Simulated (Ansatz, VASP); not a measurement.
**One calculation of ScGa2AsP2, two programs**

```
Sc Ga P As
1.0
     4.93771    0.00000    0.00000
     0.00000    4.93771    0.00000
     0.00000    0.00000    5.16932
Sc Ga P As
1 2 2 1
Cartesian
  0.0000 0.0000 2.5847
  0.0000 2.4689 0.0000
  2.4689 0.0000 0.0000
  2.4689 2.4689 1.4927
  2.4689 2.4689 3.6767
  0.0000 0.0000 0.0000
```

Change from the starting cell: species swapped into the PrSi2Mo2C type (P4/mmm, No. 123).

Alike in both runs: functional PBE; k mesh 4 × 4 × 4; occupations gaussian, width 0.1 eV; no spin polarisation.

Ansatz relaxed the structure, and its values are those at the end. VASP's run is a single point on that final structure, the one shown.

|  | VASP | Ansatz |
| --- | --- | --- |
| version | VASP 6.6.1 | Ansatz 0.2.0 |
| potentials or method | VASP PAW PBE potentials, release 64 (Sc_sv, Ga_d, P, As), cutoff 520 eV | scalar-relativistic, plane waves, PAW |
| valence electrons in the cell | 52 | 62 |

Ansatz gave:

| Quantity | Value |
| --- | --- |
| gap on the k mesh at the Fermi level (eV) | none |
| pressure (GPa) | 0.0 |
| rms of the force components (eV/Å) | 0.000 |

Problem. What did VASP give for the same quantities?

Solution. gap on the k mesh at the Fermi level (eV): none; pressure (GPa): 0.1; rms of the force components (eV/Å): 0.016.

A gap of «none» marks a metal or a gap that the smearing closes. With one functional, cell and mesh, what is left measures potentials, basis and numerics. VASP's potentials hold 52 valence electrons a cell and Ansatz's 62, so a difference there can come from the potentials and not from the codes.
